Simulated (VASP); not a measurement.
# Os (Cmce) in VASP: single point with r2SCAN

Aim: the single point of Os with r2SCAN.

Program: VASP 6.6.1. These are calculated values, not measurements. Logs are shortened: lines on timing, memory, paths and dates and some standing lists are left out, and cuts for length are marked.

### Step 1. The cell of the first run

Symmetry: Cmce, No. 64, orthorhombic system. The conventional cell has a = 4.125 Å, b = 6.990 Å, c = 4.130 Å, α = 90.00°, β = 90.00°, γ = 90.00°. Os (site symmetry m) has 7 Os at 2.23 to 2.56 Å within 2.9 Å.

### Step 2. Single point, r2SCAN

File POSCAR:

```
Os
1.0
    2.0622585485     -3.4951457981      0.0000000000
    2.0622585485      3.4951457981      0.0000000000
    0.0000000000      0.0000000000      4.1300034079
Os
4
Direct
    0.1525000000      0.8475000000      0.0785000000
    0.6525000000      0.3475000000      0.4215000000
    0.8475000000      0.1525000000      0.9215000000
    0.3475000000      0.6525000000      0.5785000000
```

File INCAR.step1:

```
SYSTEM = Os
  PREC = Accurate
  ENCUT = 550
  ISMEAR = 0
  SIGMA = 0.1
  LREAL = .False.
  LASPH = .True.
  NELM = 120
  NBANDS = 40
  GGA = PE
  ALGO = Normal
  EDIFF = 1E-5
  LWAVE = .True.
  LCHARG = .False.
  GGA_COMPAT = .False.
```

File INCAR.step2:

```
SYSTEM = Os
  PREC = Accurate
  ENCUT = 550
  EDIFF = 1E-6
  ISMEAR = 0
  SIGMA = 0.1
  LREAL = .False.
  LASPH = .True.
  NELM = 120
  ALGO = Normal
  ISIF = 2
  LWAVE = .False.
  LCHARG = .True.
  METAGGA = R2SCAN
  LMIXTAU = .True.
  LELF = .True.
  LVHAR = .True.
  NBANDS = 40
  ISTART = 1
  GGA_COMPAT = .False.
```

File KPOINTS:

```
Automatic mesh
0
Gamma
  6 6 4
  0 0 0
```

Potentials or basis: VASP PAW PBE potentials, release 64 (Os_sv_GW).

Launch:

```sh
$ cat potpaw_PBE.64/Os_sv_GW/POTCAR > POTCAR
$ cp INCAR.step1 INCAR
$ mpirun -np 1 vasp_std > vasp.out
$ cp INCAR.step2 INCAR
$ mpirun -np 1 vasp_std > vasp.out
```

OUTCAR:

```text
SYSTEM = Os
   PREC = Accurate
   ENCUT = 550
   EDIFF = 1E-6
   ISMEAR = 0
   LREAL = .False.
   LASPH = .True.
   NELM = 120
   ISIF = 2
   METAGGA = R2SCAN
   ISTART = 1

 ion  position               nearest neighbor table
   1  0.153  0.847  0.078-   3 2.23   4 2.47   4 2.47   2 2.50   2 2.50   3 2.56   3 2.56
   2  0.653  0.347  0.422-   4 2.23   3 2.47   3 2.47   1 2.50   1 2.50   4 2.56   4 2.56
   3  0.847  0.153  0.922-   1 2.23   2 2.47   2 2.47   4 2.50   4 2.50   1 2.56   1 2.56
   4  0.347  0.653  0.578-   2 2.23   1 2.47   1 2.47   3 2.50   3 2.50   2 2.56   2 2.56

  LATTYP: Found a base centered orthorhombic cell.
 ALAT       =     4.1245170970
 B/A-ratio  =     1.6948145521
 C/A-ratio  =     1.0013301705

  Lattice vectors:

 A1 = (   2.0622585485,  -3.4951457981,   0.0000000000)
 A2 = (   2.0622585485,   3.4951457981,   0.0000000000)
 A3 = (   0.0000000000,   0.0000000000,   4.1300034079)

Analysis of symmetry for initial positions (statically):
=====================================================================
 Subroutine PRICEL returns:
 Original cell was already a primitive cell.

 Routine SETGRP: Setting up the symmetry group for a
 base centered orthorhombic supercell.

 Subroutine GETGRP returns: Found  8 space group operations
 (whereof  4 operations were pure point group operations)
 out of a pool of  8 trial point group operations.

The static configuration has the point symmetry C_2h.
 The point group associated with its full space group is D_2h.

Analysis of symmetry for dynamics (positions and initial velocities):
=====================================================================
 Subroutine PRICEL returns:
 Original cell was already a primitive cell.

 Routine SETGRP: Setting up the symmetry group for a
 base centered orthorhombic supercell.

 Subroutine GETGRP returns: Found  8 space group operations
 (whereof  4 operations were pure point group operations)
 out of a pool of  8 trial point group operations.

The dynamic configuration has the point symmetry C_2h.
 The point group associated with its full space group is D_2h.

 Subroutine INISYM returns: Found  8 space group operations
 (whereof  4 operations are pure point group operations),
 and found     1 'primitive' translations

----------------------------------------------------------------------------------------

                                     Primitive cell

  volume of cell :      59.5373

  direct lattice vectors                    reciprocal lattice vectors
     2.062258549 -3.495145798  0.000000000     0.242452626 -0.143055549  0.000000000
     2.062258549  3.495145798  0.000000000     0.242452626  0.143055549  0.000000000
     0.000000000  0.000000000  4.130003408     0.000000000  0.000000000  0.242130551

  length of vectors
     4.058195963  4.058195963  4.130003408     0.281510507  0.281510507  0.242130551

  position of ions in fractional coordinates (direct lattice)
     0.152500000  0.847500000  0.078500000
     0.652500000  0.347500000  0.421500000
     0.847500000  0.152500000  0.921500000
     0.347500000  0.652500000  0.578500000

  ion indices of the primitive-cell ions
   primitive index   ion index
                 1           1
                 2           2
                 3           3
                 4           4

----------------------------------------------------------------------------------------

 KPOINTS: Automatic mesh

Automatic generation of k-mesh.
 Grid dimensions read from file:
 generate k-points for:    6    6    4

 Generating k-lattice:

  Cartesian coordinates                     Fractional coordinates (reciprocal lattice)
     0.040408771 -0.023842591  0.000000000     0.166666667  0.000000000  0.000000000
     0.040408771  0.023842591  0.000000000     0.000000000  0.166666667  0.000000000
     0.000000000  0.000000000  0.060532638     0.000000000  0.000000000  0.250000000

  Length of vectors
     0.046918418  0.046918418  0.060532638

  Shift w.r.t. Gamma in fractional coordinates (k-lattice)
     0.000000000  0.000000000  0.000000000

 Subroutine IBZKPT returns following result:
 ===========================================

 Found     39 irreducible k-points:

 Following reciprocal coordinates:
            Coordinates               Weight
  0.000000  0.000000  0.000000      1.000000
  0.166667 -0.000000  0.000000      4.000000
  0.333333 -0.000000  0.000000      4.000000
  0.500000 -0.000000  0.000000      2.000000
  0.166667  0.166667  0.000000      2.000000
  0.333333  0.166667  0.000000      4.000000
[... 16 lines left out ...]
  0.333333  0.333333  0.250000      4.000000
  0.500000  0.333333  0.250000      8.000000
 [... further k-points ...]
   k-points           NKPTS =     39   k-points in BZ     NKDIM =     39   number of bands    NBANDS=     40
   number of dos      NEDOS =    301   number of ions     NIONS =      4
   total plane-waves  NPLWV =  32768
   dimension x,y,z NGX =    32 NGY =   32 NGZ =   32
   dimension x,y,z NGXF=    64 NGYF=   64 NGZF=   64
   ions per type =               4
   NGX,Y,Z   is equivalent  to a cutoff of  13.11, 13.11, 12.88 a.u.
   NGXF,Y,Z  is equivalent  to a cutoff of  26.22, 26.22, 25.76 a.u.
 SYSTEM =  Os
   PREC   = accura    normal or accurate (medium, high low for compatibility)
   ISTART =      1    job   : 0-new  1-cont  2-samecut
   ICHARG =      0    charge: 1-file 2-atom 10-const
   ISPIN  =      1    spin polarized calculation?
   LNONCOLLINEAR =      F non collinear calculations
   LSORBIT =      F    spin-orbit coupling
   LASPH  =      T    aspherical Exc in radial PAW
   ENCUT  =  550.0 eV  40.42 Ry    6.36 a.u.   7.76  7.76  7.90*2*pi/ulx,y,z
   NELM   =    120;   NELMIN=  2; NELMDL=  0     # of ELM steps
   EDIFF  = 0.1E-05   stopping-criterion for ELM
   LREAL  =      F    real-space projection
   EDIFFG = 0.1E-04   stopping-criterion for IOM
   NSW    =      0    number of steps for IOM
   IBRION =     -1    ionic relax: 0-MD 1-quasi-New 2-CG
   NFREE  =      0    steps in history (QN), initial steepest desc. (CG)
   ISIF   =      2    stress and relaxation
   ISYM   =      2    0-nonsym 1-usesym 2-fastsym
   POTIM  = 0.5000    time-step for ionic-motion
   TEBEG  =    0.0;   TEEND  =   0.0 temperature during run
   PSTRESS=    0.0 pullay stress
   NELECT =      64.0000    total number of electrons
   NUPDOWN=      -1.0000    fix difference up-down
   EMIN   =  10.00;   EMAX   =-10.00  energy-range for DOS
   EFERMI =   0.00;   METHOD = LEGACY
   ISMEAR =     0;   SIGMA  =   0.10  broadening in eV -4-tet -1-fermi 0-gaus
   EFERMI_NEDOS =   21; number of points for ismear=-14 and -15
   IALGO  =     38    algorithm
   IMIX   =      4    mixing-type and parameters
     AMIX     =   0.40;   BMIX     =  1.00
     AMIX_MAG =   1.60;   BMIX_MAG =  1.00
  volume/ion in A,a.u.               =      14.88       100.44
  Fermi-wavevector in a.u.,A,eV,Ry     =   1.677021  3.169111 38.265026  2.812400
  Thomas-Fermi vector in A             =   2.761361
   LORBIT       =      0    0 simple, 1 ext, 2 COOP (PROOUT), +10 PAW based schemes
   METAGGA = R2SCAN    functional components
   LHFCALC =     F    Hartree Fock is set to
   AEXX    =    0.0000 exact exchange contribution
   IVDW    =     0    specifies the selected vdW correction
   LEPSILON=     F    determine dielectric tensor
   LRPA    =     F    only Hartree local field effects (RPA)
 non-spin polarized calculation
 Gauss-broadening in eV      SIGMA  =   0.10
  energy-cutoff  :      550.00
  volume of cell :       59.54
 maximum number of plane-waves:      1758
   NGX = 15   NGY = 15   NGZ = 15

 number of electron      63.9999997 magnetization

 Free energy of the ion-electron system (eV)
  ---------------------------------------------------
  ext. energy  EPLUGINS =         0.00000000
  ---------------------------------------------------
  free energy    TOTEN  =      -211.12433171 eV

  energy without entropy =     -211.10634875  energy(sigma->0) =     -211.11534023

 E-fermi :  12.5243     XC(G=0): -15.1429

 val. band max:       12.4748335312   @ k =   0.1667  -0.0000   0.2500
 cond. band min:      12.5452093297   @ k =   0.5000   0.1667   0.5000
 fundamental gap:      0.0703757985
 Fermi energy:        12.5242520894

 k-point     1 :       0.0000    0.0000    0.0000
  band No.  band energies     occupation
      1     -76.1427      2.00000
      2     -75.9238      2.00000
      3     -75.7702      2.00000
      4     -75.7562      2.00000
      5     -36.0515      2.00000
      6     -35.6548      2.00000
[... 32 lines left out ...]
     39      18.9661      0.00000
     40      19.1664      0.00000

 k-point     2 :       0.1667   -0.0000    0.0000
  band No.  band energies     occupation
      1     -76.1243      2.00000
      2     -75.9297      2.00000
      3     -75.7781      2.00000
      4     -75.7610      2.00000
      5     -36.0321      2.00000
      6     -35.6770      2.00000
[... 32 lines left out ...]
     39      18.5364      0.00000
     40      19.4147      0.00000

 k-point     3 :       0.3333   -0.0000    0.0000
  band No.  band energies     occupation
      1     -76.0752      2.00000
      2     -75.9565      2.00000
      3     -75.7896      2.00000
      4     -75.7734      2.00000
      5     -35.9712      2.00000
      6     -35.7583      2.00000
[... 32 lines left out ...]
     39      18.4168      0.00000
     40      19.2938      0.00000

 k-point     4 :       0.5000   -0.0000    0.0000
  band No.  band energies     occupation
      1     -76.0112      2.00000
      2     -76.0112      2.00000
      3     -75.7867      2.00000
      4     -75.7867      2.00000
      5     -35.8713      2.00000
      6     -35.8713      2.00000
[... 32 lines left out ...]
     39      19.9210      0.00000
     40      19.9210      0.00000
[... 772 lines left out ...]
     39      18.8403      0.00000
     40      21.2412      0.00000

 k-point    23 :       0.3333    0.3333    0.2500
  band No.  band energies     occupation
      1     -76.0006      2.00000
      2     -75.9544      2.00000
      3     -75.8809      2.00000
      4     -75.7613      2.00000
      5     -35.9555      2.00000
      6     -35.8852      2.00000
[... 32 lines left out ...]
     39      16.8300      0.00000
     40      18.3850      0.00000

 k-point    24 :       0.5000    0.3333    0.2500
  band No.  band energies     occupation
      1     -75.9934      2.00000
      2     -75.9676      2.00000
      3     -75.8761      2.00000
      4     -75.7600      2.00000
      5     -35.8785      2.00000
      6     -35.8701      2.00000
[... 32 lines left out ...]
     39      17.3954      0.00000
     40      18.2808      0.00000

 [... further k-points ...]
[... 5 lines left out ...]
  --------------------------------------------------------------------------------------
  -------------------------------------------------------------------------------------
  Total       17.8900512     23.8531268     19.8961302      0.0000000     -0.0000000      0.0000000
  in kB      481.4302224    641.8995692    535.4148123      0.0000000     -0.0000000      0.0000000
  external PRESSURE =     552.9148680 kB  Pullay stress =       0.0000000 kB

 VOLUME and BASIS-vectors are now :
 -----------------------------------------------------------------------------
  energy-cutoff  :      550.00
  volume of cell :       59.54
      direct lattice vectors                 reciprocal lattice vectors
     2.062258549 -3.495145798  0.000000000     0.242452626 -0.143055549  0.000000000
     2.062258549  3.495145798  0.000000000     0.242452626  0.143055549  0.000000000
     0.000000000  0.000000000  4.130003408     0.000000000  0.000000000  0.242130551

 POSITION                                       TOTAL-FORCE (eV/Angst)
 -----------------------------------------------------------------------------------
      2.06226      2.42913      0.32421         0.000000     -0.367419     -0.478054
      2.06226     -1.06602      1.74080         0.000000     -0.367419      0.478054
      2.06226     -2.42913      3.80580         0.000000      0.367419      0.478054
      2.06226      1.06602      2.38921         0.000000      0.367419     -0.478054
 -----------------------------------------------------------------------------------
    total drift:                               -0.000000     -0.000000     -0.000000

  FREE ENERGIE OF THE ION-ELECTRON SYSTEM (eV)
  ---------------------------------------------------
  free  energy   TOTEN  =      -211.1243317080 eV

  energy  without entropy=     -211.1063487456  energy(sigma->0) =     -211.11534023
```

It took 3.2 min on 1 thread of Intel Xeon Platinum 8375C at 2.90GHz (Ice Lake), shared host; peak memory 0.23 GiB.

What came out:

- Free energy: -211.1243 eV
- Pressure: 55.3 GPa
- Largest force: 0.603 eV/Å
- Band gap on the k mesh: zero (bands 32 and 33 overlap by 0.78 eV)

Forces on the atoms (eV/Å):
```
Os   0.000 -0.367 -0.478
Os   0.000 -0.367  0.478
Os   0.000  0.367  0.478
Os   0.000  0.367 -0.478
```

Levels at points of the mesh, in eV from the Fermi level:
```
           k point  band 30  band 31  band 32  band 33  band 34  band 35
(0.00, 0.00, 0.00)    -1.57    -1.28    -1.02    -0.36     1.68     2.43
(0.50, 0.00, 0.00)    -1.73     0.13     0.13     0.57     0.57     1.29
(0.50, 0.50, 0.00)    -0.75    -0.55     0.42     1.32     1.40     1.44
(0.00, 0.00, 0.50)    -2.16    -1.54    -1.54     0.10     0.10     2.57
(0.50, 0.00, 0.50)    -0.97    -0.10    -0.10     0.65     0.65     1.87
(0.50, 0.50, 0.50)    -1.48    -0.80    -0.80     0.61     0.61     2.36
```

Caveat: the k points lie up to 0.38 Å⁻¹ apart, too coarse for converged energies and pressures of a metal; the PAW data sets were made with another functional, which shifts forces and pressure a little; spin-orbit coupling is left out, which moves the levels of the heavy elements.
